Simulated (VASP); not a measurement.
Set up this calculation in VASP 6.6.1, as the native input.

```
Task                   : single point
Functional             : r2SCAN
Potentials or basis    : VASP PAW PBE potentials, release 64 (Cd)
Cutoff                 : 520 eV
k mesh                 : 6 × 6 × 6
Occupations            : fermi-dirac, width 0.1 eV
Spin                   : no spin polarisation
Dipole correction      : no
Further INCAR settings : ALGO = Normal; EDIFF = 1e-06; NBANDS = 58
```

Cd:

```
CELL_PARAMETERS angstrom
5.60426 0.00000 0.00000
0.00000 5.60426 0.00000
0.00000 0.00000 5.60426
ATOMIC_POSITIONS crystal
Cd 0.00000 0.00000 0.00000
Cd 0.50000 0.50000 0.50000
Cd 0.25000 0.00000 0.50000
Cd 0.75000 0.00000 0.50000
Cd 0.50000 0.25000 0.00000
Cd 0.50000 0.75000 0.00000
Cd 0.00000 0.50000 0.25000
Cd 0.00000 0.50000 0.75000
```

One way to write it, as run:

POSCAR

```
Cd
1.0
    5.6042584327      0.0000000000      0.0000000000
    0.0000000000      5.6042584327      0.0000000000
    0.0000000000      0.0000000000      5.6042584327
Cd
8
Direct
    1.0000000000      0.0000000000      1.0000000000
    0.5000000000      0.5000000000      0.5000000000
    0.2500000000      1.0000000000      0.5000000000
    0.7500000000      0.0000000000      0.5000000000
    0.5000000000      0.2500000000      0.0000000000
    0.5000000000      0.7500000000      0.0000000000
    0.0000000000      0.5000000000      0.2500000000
    0.0000000000      0.5000000000      0.7500000000
```

INCAR.step1

```
PREC = Accurate
ENCUT = 520
ISMEAR = -1
SIGMA = 0.1
LREAL = F
LASPH = T
NELM = 100
NBANDS = 58
GGA = PE
ALGO = Normal
EDIFF = 1E-4
LWAVE = T
LCHARG = F
```

INCAR.step2

```
PREC = Accurate
ENCUT = 520
EDIFF = 1E-6
ISMEAR = -1
SIGMA = 0.1
LREAL = F
LASPH = T
NELM = 100
ALGO = Normal
ISIF = 2
LWAVE = F
LCHARG = T
METAGGA = R2SCAN
LMIXTAU = T
LELF = T
LVHAR = T
NBANDS = 58
ISTART = 1
```

KPOINTS

```
regular mesh
0
Gamma
  6 6 6
```

Potentials or basis: VASP PAW PBE potentials, release 64 (Cd).

The run is started by

```sh
$ cat potpaw_PBE.64/Cd/POTCAR > POTCAR
$ cp INCAR.step1 INCAR
$ mpirun -np 1 vasp_std > vasp.out
$ cp INCAR.step2 INCAR
$ mpirun -np 1 vasp_std > vasp.out
```

It gave:

| Property | Result |
| --- | --- |
| Pressure | 0.5 GPa |
| Band gap on the k mesh | zero (bands 48 and 49 overlap by 2.50 eV) |

Caveat: the PAW data sets were made with another functional, which shifts forces and pressure a little.

Run time: 12 min on 1 thread of Intel(R) Xeon(R) Platinum 8375C CPU @ 2.90GHz (Ice Lake), with other jobs on the host, peak memory 0.34 GiB.
